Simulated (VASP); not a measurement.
# Rb in VASP: a series of runs

Runs on Rb. Level: PBEsol. Tasks: single point.

Everything below comes from runs of VASP 6.6.1. Logs are shortened: lines on timing, memory, paths and dates and some standing lists are left out, and cuts for length are marked.

### 1 The cell of the first run

Symmetry: Im-3m, No. 229, cubic system. Conventional cell: a = 5.736 Å, b = 5.736 Å, c = 5.736 Å, α = 90.00°, β = 90.00°, γ = 90.00°.

### 2 Single point, PBEsol (strained)

INCAR

```
PREC     = Accurate       # precision mode
ENCUT    = 520            # plane-wave cutoff, eV
EDIFF    = 1E-7           # SCF threshold, eV
ISMEAR   = 0              # smearing method
SIGMA    = 0.1            # smearing width, eV
LREAL    = F              # projectors in reciprocal space
LASPH    = T              # aspherical terms in the spheres
NELM     = 60             # most SCF steps
ALGO     = Normal         # electronic algorithm
ISIF     = 2              # what is computed and relaxed
LWAVE    = F              # write WAVECAR
LCHARG   = F              # write CHGCAR
GGA      = PS             # functional
NBANDS   = 10             # bands
```

KPOINTS

```
regular mesh
0
Gamma
  10 10 10
```

POSCAR

```
Rb
1.0
   -2.8679003600      2.8679003600      2.8679003600
    2.8679003600     -2.8679003600      2.8679003600
    2.8679003600      2.8679003600     -2.8679003600
Rb
1
Direct
    0.0000000000      0.0000000000      0.0000000000
```

Potentials or basis: VASP PAW PBE potentials, release 64 (Rb_sv).

Run with:

```sh
> cat potpaw_PBE.64/Rb_sv/POTCAR > POTCAR
> mpirun -np 1 vasp_std > vasp.out
```

OUTCAR:

```text
PREC = Accurate
   ENCUT = 520
   EDIFF = 1E-7
   ISMEAR = 0
   LREAL = F
   LASPH = T
   NELM = 60
   ISIF = 2
   GGA = PS

 ion  position               nearest neighbor table
   1  0.000  0.000  0.000-

  LATTYP: Found a body centered cubic cell.
 ALAT       =     5.7358007200

  Lattice vectors:

 A1 = (  -2.8679003600,   2.8679003600,   2.8679003600)
 A2 = (   2.8679003600,  -2.8679003600,   2.8679003600)
 A3 = (   2.8679003600,   2.8679003600,  -2.8679003600)

Analysis of symmetry for initial positions (statically):
=====================================================================
 Subroutine PRICEL returns:
 Original cell was already a primitive cell.

 Routine SETGRP: Setting up the symmetry group for a
 body centered cubic supercell.

 Subroutine GETGRP returns: Found 48 space group operations
 (whereof 48 operations were pure point group operations)
 out of a pool of 48 trial point group operations.

The static configuration has the point symmetry O_h .

Analysis of symmetry for dynamics (positions and initial velocities):
=====================================================================
 Subroutine PRICEL returns:
 Original cell was already a primitive cell.

 Routine SETGRP: Setting up the symmetry group for a
 body centered cubic supercell.

 Subroutine GETGRP returns: Found 48 space group operations
 (whereof 48 operations were pure point group operations)
 out of a pool of 48 trial point group operations.

The dynamic configuration has the point symmetry O_h .

 Subroutine INISYM returns: Found 48 space group operations
 (whereof 48 operations are pure point group operations),
 and found     1 'primitive' translations

----------------------------------------------------------------------------------------

                                     Primitive cell

  volume of cell :      94.3522

  direct lattice vectors                    reciprocal lattice vectors
    -2.867900360  2.867900360  2.867900360     0.000000000  0.174343574  0.174343574
     2.867900360 -2.867900360  2.867900360     0.174343574  0.000000000  0.174343574
     2.867900360  2.867900360 -2.867900360     0.174343574  0.174343574  0.000000000

  length of vectors
     4.967349135  4.967349135  4.967349135     0.246559048  0.246559048  0.246559048

  position of ions in fractional coordinates (direct lattice)
     0.000000000  0.000000000  0.000000000

  ion indices of the primitive-cell ions
   primitive index   ion index
                 1           1

----------------------------------------------------------------------------------------

 KPOINTS: regular mesh

Automatic generation of k-mesh.
 Grid dimensions read from file:
 generate k-points for:   10   10   10

 Generating k-lattice:

  Cartesian coordinates                     Fractional coordinates (reciprocal lattice)
     0.000000000  0.017434357  0.017434357     0.100000000  0.000000000  0.000000000
     0.017434357  0.000000000  0.017434357     0.000000000  0.100000000  0.000000000
     0.017434357  0.017434357  0.000000000     0.000000000  0.000000000  0.100000000

  Length of vectors
     0.024655905  0.024655905  0.024655905

  Shift w.r.t. Gamma in fractional coordinates (k-lattice)
     0.000000000  0.000000000  0.000000000

 Subroutine IBZKPT returns following result:
 ===========================================

 Found     47 irreducible k-points:

 Following reciprocal coordinates:
            Coordinates               Weight
  0.000000  0.000000  0.000000      1.000000
  0.100000  0.000000  0.000000     12.000000
  0.200000  0.000000  0.000000     12.000000
  0.300000  0.000000  0.000000     12.000000
  0.400000  0.000000  0.000000     12.000000
  0.500000  0.000000  0.000000      6.000000
[... 16 lines left out ...]
  0.300000  0.300000  0.100000      8.000000
 -0.300000  0.300000  0.100000     24.000000
 [... further k-points ...]
   k-points           NKPTS =     47   k-points in BZ     NKDIM =     47   number of bands    NBANDS=     10
   number of dos      NEDOS =    301   number of ions     NIONS =      1
   total plane-waves  NPLWV =  64000
   dimension x,y,z NGX =    40 NGY =   40 NGZ =   40
   dimension x,y,z NGXF=    80 NGYF=   80 NGZF=   80
   ions per type =               1
   NGX,Y,Z   is equivalent  to a cutoff of  13.39, 13.39, 13.39 a.u.
   NGXF,Y,Z  is equivalent  to a cutoff of  26.77, 26.77, 26.77 a.u.
 SYSTEM =  unknown system
   PREC   = accura    normal or accurate (medium, high low for compatibility)
   ISTART =      0    job   : 0-new  1-cont  2-samecut
   ICHARG =      2    charge: 1-file 2-atom 10-const
   ISPIN  =      1    spin polarized calculation?
   LNONCOLLINEAR =      F non collinear calculations
   LSORBIT =      F    spin-orbit coupling
   LASPH  =      T    aspherical Exc in radial PAW
   ENCUT  =  520.0 eV  38.22 Ry    6.18 a.u.   9.24  9.24  9.24*2*pi/ulx,y,z
   NELM   =     60;   NELMIN=  2; NELMDL= -5     # of ELM steps
   EDIFF  = 0.1E-06   stopping-criterion for ELM
   LREAL  =      F    real-space projection
   EDIFFG = 0.1E-05   stopping-criterion for IOM
   NSW    =      0    number of steps for IOM
   IBRION =     -1    ionic relax: 0-MD 1-quasi-New 2-CG
   NFREE  =      0    steps in history (QN), initial steepest desc. (CG)
   ISIF   =      2    stress and relaxation
   ISYM   =      2    0-nonsym 1-usesym 2-fastsym
   POTIM  = 0.5000    time-step for ionic-motion
   TEBEG  =    0.0;   TEEND  =   0.0 temperature during run
   PSTRESS=    0.0 pullay stress
   NELECT =       9.0000    total number of electrons
   NUPDOWN=      -1.0000    fix difference up-down
   EMIN   =  10.00;   EMAX   =-10.00  energy-range for DOS
   EFERMI =   0.00;   METHOD = LEGACY
   ISMEAR =     0;   SIGMA  =   0.10  broadening in eV -4-tet -1-fermi 0-gaus
   EFERMI_NEDOS =   21; number of points for ismear=-14 and -15
   IALGO  =     38    algorithm
   IMIX   =      4    mixing-type and parameters
     AMIX     =   0.40;   BMIX     =  1.00
     AMIX_MAG =   1.60;   BMIX_MAG =  1.00
  volume/ion in A,a.u.               =      94.35       636.72
  Fermi-wavevector in a.u.,A,eV,Ry     =   0.748006  1.413526  7.612631  0.559513
  Thomas-Fermi vector in A             =   1.844193
   LORBIT       =      0    0 simple, 1 ext, 2 COOP (PROOUT), +10 PAW based schemes
   GGA     = PS    functional components
   LHFCALC =     F    Hartree Fock is set to
   AEXX    =    0.0000 exact exchange contribution
   IVDW    =     0    specifies the selected vdW correction
   LEPSILON=     F    determine dielectric tensor
   LRPA    =     F    only Hartree local field effects (RPA)
 non-spin polarized calculation
 Gauss-broadening in eV      SIGMA  =   0.10
  energy-cutoff  :      520.00
  volume of cell :       94.35
 maximum number of plane-waves:      2556
 NGX is ok and might be reduce to    40
   NGX = 19   NGY = 19   NGZ = 19

 number of electron       9.0000000 magnetization

 Free energy of the ion-electron system (eV)
  ---------------------------------------------------
  ext. energy  EPLUGINS =         0.00000000
  ---------------------------------------------------
  free energy    TOTEN  =        -1.01865219 eV

  energy without entropy =       -1.01244743  energy(sigma->0) =       -1.01554981

 E-fermi :  -0.1292     XC(G=0):  -5.4319

 val. band max:       -0.1318168403   @ k =  -0.3000   0.4000   0.2000
 cond. band min:      -0.0503499651   @ k =  -0.4000   0.4000   0.2000
 fundamental gap:      0.0814668752
 Fermi energy:        -0.1291996175

 k-point     1 :       0.0000    0.0000    0.0000
  band No.  band energies     occupation
      1     -29.0090      2.00000
      2     -13.0591      2.00000
      3     -13.0591      2.00000
      4     -13.0591      2.00000
      5      -2.0565      2.00000
      6       3.5173      0.00000
      7       3.5173      0.00000
      8       3.5173      0.00000
      9       4.4379      0.00000
     10       4.4379      0.00000

 k-point     2 :       0.1000    0.0000    0.0000
  band No.  band energies     occupation
      1     -29.0087      2.00000
      2     -13.0674      2.00000
      3     -13.0618      2.00000
      4     -13.0591      2.00000
      5      -1.9422      2.00000
      6       3.3273      0.00000
      7       3.3587      0.00000
      8       3.6211      0.00000
      9       4.2241      0.00000
     10       4.3937      0.00000

 k-point     3 :       0.2000    0.0000    0.0000
  band No.  band energies     occupation
      1     -29.0078      2.00000
      2     -13.0889      2.00000
      3     -13.0690      2.00000
      4     -13.0591      2.00000
      5      -1.6092      2.00000
      6       2.6939      0.00000
      7       3.0315      0.00000
      8       3.9272      0.00000
      9       4.2030      0.00000
     10       4.3427      0.00000

 k-point     4 :       0.3000    0.0000    0.0000
  band No.  band energies     occupation
      1     -29.0067      2.00000
      2     -13.1150      2.00000
      3     -13.0779      2.00000
      4     -13.0590      2.00000
      5      -1.0869      2.00000
      6       1.9370      0.00000
      7       2.7238      0.00000
      8       4.2844      0.00000
      9       4.3957      0.00000
     10       4.4198      0.00000

 k-point     5 :       0.4000    0.0000    0.0000
  band No.  band energies     occupation
      1     -29.0058      2.00000
      2     -13.1359      2.00000
      3     -13.0850      2.00000
      4     -13.0590      2.00000
      5      -0.4309      1.99998
      6       1.1884      0.00000
      7       2.5193      0.00000
      8       4.1695      0.00000
      9       4.6044      0.00000
     10       5.0657      0.00000

 k-point     6 :       0.5000    0.0000    0.0000
  band No.  band energies     occupation
      1     -29.0055      2.00000
      2     -13.1438      2.00000
      3     -13.0877      2.00000
      4     -13.0590      2.00000
      5       0.1148      0.00056
      6       0.6242      0.00000
      7       2.4487      0.00000
      8       4.0532      0.00000
      9       4.9375      0.00000
     10       5.0421      0.00000
[... 183 lines left out ...]
 k-point    21 :       0.3000    0.2000    0.1000
  band No.  band energies     occupation
      1     -29.0054      2.00000
      2     -13.1260      2.00000
      3     -13.0968      2.00000
      4     -13.0739      2.00000
      5       0.3773      0.00000
      6       1.0833      0.00000
      7       1.6598      0.00000
      8       3.2714      0.00000
      9       4.8514      0.00000
     10       5.0694      0.00000

 k-point    22 :      -0.2000    0.2000    0.1000
  band No.  band energies     occupation
      1     -29.0075      2.00000
      2     -13.0888      2.00000
      3     -13.0719      2.00000
      4     -13.0658      2.00000
      5      -1.4999      2.00000
      6       2.7266      0.00000
      7       3.0296      0.00000
      8       3.5328      0.00000
      9       3.9339      0.00000
     10       4.8204      0.00000

 k-point    23 :       0.3000    0.3000    0.1000
  band No.  band energies     occupation
      1     -29.0053      2.00000
      2     -13.1122      2.00000
      3     -13.1122      2.00000
      4     -13.0766      2.00000
      5       0.9955      0.00000
      6       0.9955      0.00000
      7       1.1396      0.00000
      8       3.0356      0.00000
      9       4.9663      0.00000
     10       4.9663      0.00000

 k-point    24 :      -0.3000    0.3000    0.1000
  band No.  band energies     occupation
      1     -29.0064      2.00000
      2     -13.1139      2.00000
      3     -13.0809      2.00000
      4     -13.0655      2.00000
      5      -0.9830      2.00000
      6       1.9733      0.00000
      7       2.7558      0.00000
      8       3.5856      0.00000
      9       4.4163      0.00000
     10       4.8416      0.00000

 [... further k-points ...]

------------------------ aborting loop because EDIFF is reached ----------------------------------------

  FORCE on cell =-STRESS in cart. coord.  units (eV):
  Direction    XX          YY          ZZ          XY          YZ          ZX
  --------------------------------------------------------------------------------------
  -------------------------------------------------------------------------------------
  Total       -0.1268694     -0.1268694     -0.1268694      0.0000000      0.0000000      0.0000000
  in kB       -2.1543453     -2.1543453     -2.1543453      0.0000000      0.0000000      0.0000000
  external PRESSURE =      -2.1543453 kB  Pullay stress =       0.0000000 kB

 VOLUME and BASIS-vectors are now :
 -----------------------------------------------------------------------------
  energy-cutoff  :      520.00
  volume of cell :       94.35
      direct lattice vectors                 reciprocal lattice vectors
    -2.867900360  2.867900360  2.867900360     0.000000000  0.174343574  0.174343574
     2.867900360 -2.867900360  2.867900360     0.174343574  0.000000000  0.174343574
     2.867900360  2.867900360 -2.867900360     0.174343574  0.174343574  0.000000000

 POSITION                                       TOTAL-FORCE (eV/Angst)
 -----------------------------------------------------------------------------------
      0.00000      0.00000      0.00000         0.000000      0.000000     -0.000000
 -----------------------------------------------------------------------------------
    total drift:                               -0.000000     -0.000000     -0.000000

  FREE ENERGIE OF THE ION-ELECTRON SYSTEM (eV)
  ---------------------------------------------------
  free  energy   TOTEN  =        -1.0186521902 eV

  energy  without entropy=       -1.0124474268  energy(sigma->0) =       -1.01554981
```

It took 26 s on 1 thread of Oxide Virtual Turin-like, shared host; peak memory 0.21 GiB.

Results:

```yaml
Free_energy: -1.0187 eV
Pressure: -0.2 GPa
Band_gap_on_the_k_mesh: zero (an odd number of electrons rules out a gap without spin polarisation)
```

Caveat: the cell differs from its parent crystal (strained); the PAW data sets were made with another functional, which shifts forces and pressure a little.

### 3 Single point, PBEsol (strained)

INCAR

```
SYSTEM = Rb
  PREC = Accurate
  ENCUT = 520
  EDIFF = 1E-7
  ISMEAR = 0
  SIGMA = 0.1
  LREAL = .False.
  LASPH = .True.
  NELM = 80
  ALGO = Normal
  ISIF = 2
  LWAVE = .False.
  LCHARG = .True.
  GGA = PS
  LELF = .True.
  LVHAR = .True.
  NBANDS = 10
```

KPOINTS

```
regular mesh
0
Gamma
  10 10 10
  0 0 0
```

POSCAR

```
Rb
1.0
   -2.7667721200      2.6825921200      2.7667721200
    2.7667721200     -2.6825921200      2.7667721200
    2.7667721200      2.6825921200     -2.7667721200
Rb
1
Direct
    0.0000000000      0.0000000000      0.0000000000
```

Potentials or basis: VASP PAW PBE potentials, release 64 (Rb_sv).

Run with:

```sh
> cat potpaw_PBE.64/Rb_sv/POTCAR > POTCAR
> mpirun -np 1 vasp_std > vasp.out
```

Wall time 52 s (1 thread of Oxide Virtual Turin-like, shared host); peak memory 0.21 GiB.

It converged, with:

| Item | Value |
| --- | --- |
| Free energy | -1.0221 eV |
| Pressure | 0.2 GPa |
| Band gap on the k mesh | zero (an odd number of electrons rules out a gap without spin polarisation) |

Levels at points of the mesh, in eV from the Fermi level:
| k point | band 2 | band 3 | band 4 | band 5 | band 6 | band 7 | band 8 | band 9 |
| --- | --- | --- | --- | --- | --- | --- | --- | --- |
| (0.00, 0.00, 0.00) | -12.84 | -12.84 | -12.84 | -2.12 | 3.66 | 3.83 | 3.83 | 4.67 |
| (0.50, 0.00, 0.00) | -12.98 | -12.89 | -12.84 | 0.22 | 0.89 | 2.54 | 4.51 | 5.40 |
| (0.00, 0.50, 0.00) | -12.98 | -12.88 | -12.84 | 0.17 | 0.81 | 2.72 | 4.39 | 5.38 |
| (0.50, 0.50, 0.50) | -12.94 | -12.94 | -12.93 | 1.14 | 1.23 | 3.41 | 3.41 | 3.73 |

Caveat: the cell differs from its parent crystal (strained); the PAW data sets were made with another functional, which shifts forces and pressure a little.

### 4 Single point, PBEsol (the cell strained at random)

INCAR

```
PREC = Accurate
ENCUT = 520
EDIFF = 1E-7
ISMEAR = 0
SIGMA = 0.1
LREAL = False
LASPH = True
NELM = 100
ALGO = Fast
ISIF = 2
LWAVE = False
LCHARG = False
GGA = PS
NBANDS = 10
```

KPOINTS

```
regular mesh
0
Gamma
  10 10 10
```

POSCAR

```
Rb
1.0
   -2.7774349200      2.8135762000      2.7513952400
    2.8076836000     -2.8232288400      2.7912965600
    2.7213149200      2.7671088400     -2.7610478800
Rb
1
Direct
    0.0000000000      0.0000000000      0.0000000000
```

Run with:

```sh
> cat potpaw_PBE.64/Rb_sv/POTCAR > POTCAR
> mpirun -np 1 vasp_std > vasp.out
```

Wall time 7.2 min (1 thread of Oxide Virtual Turin-like, shared host); peak memory 0.48 GiB.

Results (log left out):

```yaml
Free_energy: -1.0238 eV
Pressure: 0.0 GPa
Band_gap_on_the_k_mesh: zero (an odd number of electrons rules out a gap without spin polarisation)
```

Levels at points of the mesh, in eV from the Fermi level:
```csv
k point,band 1,band 2,band 3,band 4,band 5,band 6,band 7,band 8
"(0.00, 0.00, 0.00)",-28.83,-12.87,-12.87,-12.87,-2.06,3.68,3.72,3.80
"(0.50, 0.00, 0.00)",-28.82,-12.99,-12.91,-12.87,0.22,0.82,2.61,4.37
"(0.00, 0.50, 0.00)",-28.82,-12.98,-12.90,-12.87,0.21,0.81,2.56,4.45
"(0.50, 0.50, 0.00)",-28.82,-12.98,-12.90,-12.87,0.18,0.77,2.60,4.44
"(0.00, 0.00, 0.50)",-28.82,-12.99,-12.91,-12.87,0.25,0.87,2.60,4.33
"(0.50, 0.00, 0.50)",-28.82,-12.99,-12.91,-12.87,0.25,0.86,2.56,4.38
"(0.00, 0.50, 0.50)",-28.82,-12.99,-12.91,-12.87,0.21,0.81,2.61,4.38
"(0.50, 0.50, 0.50)",-28.82,-12.96,-12.95,-12.95,1.21,1.23,3.35,3.42
```

Caveat: the cell differs from its parent crystal (the cell strained at random); the PAW data sets were made with another functional, which shifts forces and pressure a little.

(Continued in part 2 of 2.)

The gap in the log of VASP goes by the Fermi energy; the results here count the filled bands.